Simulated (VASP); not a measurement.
# Sn (Im-3m) in VASP: single point with PBE

Aim: the single point of Sn with PBE.

Program: VASP 6.6.1. These are calculated values, not measurements. Logs are shortened: lines on timing, memory, paths and dates and some standing lists are left out, and cuts for length are marked.

### 1 The cell of the first run

It takes space group Im-3m (No. 229, cubic). The conventional cell has a = 3.794 Å, b = 3.794 Å, c = 3.794 Å, α = 90.00°, β = 90.00°, γ = 90.00°. Sn (site symmetry m-3m) has 14 Sn at 3.29 to 3.79 Å within 4.3 Å.

This isn't the form of Sn at room conditions, which is tetragonal (white tin).

### 2 Single point, PBE (27.31 Å³/atom)

The input, INCAR:

```
SYSTEM = Sn
PREC = Accurate ; ENCUT = 500
EDIFF = 1E-6 ; ISMEAR = 0
SIGMA = 0.05 ; LREAL = .FALSE.
LASPH = .TRUE. ; NELM = 120
ALGO = Normal ; ISIF = 2
LWAVE = .FALSE. ; LCHARG = .TRUE.
GGA = PE ; LELF = .TRUE.
LVHAR = .TRUE. ; NBANDS = 13
GGA_COMPAT = .FALSE.
```

The input, KPOINTS:

```
regular mesh
0
G
  16 16 16
  0 0 0
```

The input, POSCAR:

```
Sn
1.0
   -1.8969878577      1.8969878577      1.8969878577
    1.8969878577     -1.8969878577      1.8969878577
    1.8969878577      1.8969878577     -1.8969878577
Sn
1
Direct
    0.0000000000      0.0000000000      0.0000000000
```

Potentials or basis: VASP PAW PBE potentials, release 64 (Sn_d).

Command:

```sh
$ cat potpaw_PBE.64/Sn_d/POTCAR > POTCAR
$ mpirun -np 1 vasp_std > vasp.out
```

OUTCAR:

```text
SYSTEM = Sn
   PREC = Accurate
   ENCUT = 500
   EDIFF = 1E-6
   ISMEAR = 0
   LREAL = .FALSE.
   LASPH = .TRUE.
   NELM = 120
   ISIF = 2
   GGA = PE

 ion  position               nearest neighbor table
   1  0.000  0.000  0.000-

  LATTYP: Found a body centered cubic cell.
 ALAT       =     3.7939757154

  Lattice vectors:

 A1 = (  -1.8969878577,   1.8969878577,   1.8969878577)
 A2 = (   1.8969878577,  -1.8969878577,   1.8969878577)
 A3 = (   1.8969878577,   1.8969878577,  -1.8969878577)

Analysis of symmetry for initial positions (statically):
=====================================================================
 Subroutine PRICEL returns:
 Original cell was already a primitive cell.

 Routine SETGRP: Setting up the symmetry group for a
 body centered cubic supercell.

 Subroutine GETGRP returns: Found 48 space group operations
 (whereof 48 operations were pure point group operations)
 out of a pool of 48 trial point group operations.

The static configuration has the point symmetry O_h .

Analysis of symmetry for dynamics (positions and initial velocities):
=====================================================================
 Subroutine PRICEL returns:
 Original cell was already a primitive cell.

 Routine SETGRP: Setting up the symmetry group for a
 body centered cubic supercell.

 Subroutine GETGRP returns: Found 48 space group operations
 (whereof 48 operations were pure point group operations)
 out of a pool of 48 trial point group operations.

The dynamic configuration has the point symmetry O_h .

 Subroutine INISYM returns: Found 48 space group operations
 (whereof 48 operations are pure point group operations),
 and found     1 'primitive' translations

----------------------------------------------------------------------------------------

                                     Primitive cell

  volume of cell :      27.3057

  direct lattice vectors                    reciprocal lattice vectors
    -1.896987858  1.896987858  1.896987858     0.000000000  0.263575751  0.263575751
     1.896987858 -1.896987858  1.896987858     0.263575751  0.000000000  0.263575751
     1.896987858  1.896987858 -1.896987858     0.263575751  0.263575751  0.000000000

  length of vectors
     3.285679351  3.285679351  3.285679351     0.372752402  0.372752402  0.372752402

  position of ions in fractional coordinates (direct lattice)
     0.000000000  0.000000000  0.000000000

  ion indices of the primitive-cell ions
[... 81 lines left out ...]
   ISYM   =      2    0-nonsym 1-usesym 2-fastsym
   POTIM  = 0.5000    time-step for ionic-motion
   TEBEG  =    0.0;   TEEND  =   0.0 temperature during run
   PSTRESS=    0.0 pullay stress
   NELECT =      14.0000    total number of electrons
   NUPDOWN=      -1.0000    fix difference up-down
   EMIN   =  10.00;   EMAX   =-10.00  energy-range for DOS
   EFERMI =   0.00;   METHOD = LEGACY
   ISMEAR =     0;   SIGMA  =   0.05  broadening in eV -4-tet -1-fermi 0-gaus
   EFERMI_NEDOS =   21; number of points for ismear=-14 and -15
   IALGO  =     38    algorithm
   IMIX   =      4    mixing-type and parameters
     AMIX     =   0.40;   BMIX     =  1.00
     AMIX_MAG =   1.60;   BMIX_MAG =  1.00
  volume/ion in A,a.u.               =      27.31       184.27
  Fermi-wavevector in a.u.,A,eV,Ry     =   1.310287  2.476083 23.359175  1.716851
  Thomas-Fermi vector in A             =   2.440827
   LORBIT       =      0    0 simple, 1 ext, 2 COOP (PROOUT), +10 PAW based schemes
   GGA     = PE    functional components
   LHFCALC =     F    Hartree Fock is set to
   AEXX    =    0.0000 exact exchange contribution
   IVDW    =     0    specifies the selected vdW correction
   LEPSILON=     F    determine dielectric tensor
   LRPA    =     F    only Hartree local field effects (RPA)
 non-spin polarized calculation
 Gauss-broadening in eV      SIGMA  =   0.05
  energy-cutoff  :      500.00
  volume of cell :       27.31
 maximum number of plane-waves:       711
   NGX = 11   NGY = 11   NGZ = 11

 number of electron      13.9999999 magnetization

 Free energy of the ion-electron system (eV)
  ---------------------------------------------------
  ext. energy  EPLUGINS =         0.00000000
  ---------------------------------------------------
  free energy    TOTEN  =        -3.77183479 eV

  energy without entropy =       -3.77113275  energy(sigma->0) =       -3.77148377

 E-fermi :   8.0029     XC(G=0): -10.3452

 val. band max:        7.9830252784   @ k =  -0.3750   0.4375   0.3125
 cond. band min:       8.0375048138   @ k =   0.2500   0.1875   0.1250
 fundamental gap:      0.0544795354
 Fermi energy:         8.0029087923

 k-point     1 :       0.0000    0.0000    0.0000
  band No.  band energies     occupation
      1     -13.5202      2.00000
      2     -13.5202      2.00000
      3     -13.5202      2.00000
      4     -13.3837      2.00000
      5     -13.3837      2.00000
      6      -3.0165      2.00000
      7      15.9632      0.00000
      8      15.9632      0.00000
      9      15.9632      0.00000
     10      20.1417      0.00000
     11      20.1417      0.00000
     12      20.1417      0.00000
     13      20.7351      0.00000
[... 354 lines left out ...]
  band No.  band energies     occupation
      1     -13.5365      2.00000
      2     -13.4826      2.00000
      3     -13.4051      2.00000
      4     -13.3971      2.00000
      5     -13.3510      2.00000
      6       0.0923      2.00000
      7       7.0435      2.00000
      8       9.1939      0.00000
      9      12.7931      0.00000
     10      17.8114      0.00000
     11      18.9956      0.00000
     12      21.5676      0.00000
     13      24.1716      0.00000

 [... further k-points ...]

------------------------ aborting loop because EDIFF is reached ----------------------------------------

  FORCE on cell =-STRESS in cart. coord.  units (eV):
  Direction    XX          YY          ZZ          XY          YZ          ZX
  --------------------------------------------------------------------------------------
  -------------------------------------------------------------------------------------
  Total        0.1519263      0.1519263      0.1519263      0.0000000      0.0000000      0.0000000
  in kB        8.9143550      8.9143550      8.9143550      0.0000000      0.0000000      0.0000000
  external PRESSURE =       8.9143550 kB  Pullay stress =       0.0000000 kB

 VOLUME and BASIS-vectors are now :
 -----------------------------------------------------------------------------
  energy-cutoff  :      500.00
  volume of cell :       27.31
      direct lattice vectors                 reciprocal lattice vectors
    -1.896987858  1.896987858  1.896987858     0.000000000  0.263575751  0.263575751
     1.896987858 -1.896987858  1.896987858     0.263575751  0.000000000  0.263575751
     1.896987858  1.896987858 -1.896987858     0.263575751  0.263575751  0.000000000

 POSITION                                       TOTAL-FORCE (eV/Angst)
 -----------------------------------------------------------------------------------
      0.00000      0.00000      0.00000        -0.000000      0.000000      0.000000
 -----------------------------------------------------------------------------------
    total drift:                               -0.000000      0.000000      0.000000

  FREE ENERGIE OF THE ION-ELECTRON SYSTEM (eV)
  ---------------------------------------------------
  free  energy   TOTEN  =        -3.7718347879 eV

  energy  without entropy=       -3.7711327466  energy(sigma->0) =       -3.77148377
```

stdout:

```text
POSCAR found type information on POSCAR Sn
 POSCAR found :  1 types and       1 ions
 scaLAPACK will be used
 LDA part: xc-table for (Slater+PW92), standard interpolation
 POSCAR, INCAR and KPOINTS ok, starting setup
 FFT: planning ... GRIDC
 FFT: planning ... GRID_SOFT
 FFT: planning ... GRID
 WAVECAR not read
 entering main loop
```

Wall time 14 s (1 thread of Intel Xeon Platinum 8375C at 2.90GHz (Ice Lake), shared host); peak memory 0.17 GiB.

Results:

```yaml
Free_energy: -3.7718 eV
Pressure: 0.9 GPa
Band_gap_on_the_k_mesh: zero (bands 7 and 8 overlap by 10.29 eV)
```

Caveat: spin-orbit coupling is left out, which moves the levels of the heavy elements.

The gap in the log of VASP goes by the Fermi energy; the results here count the filled bands.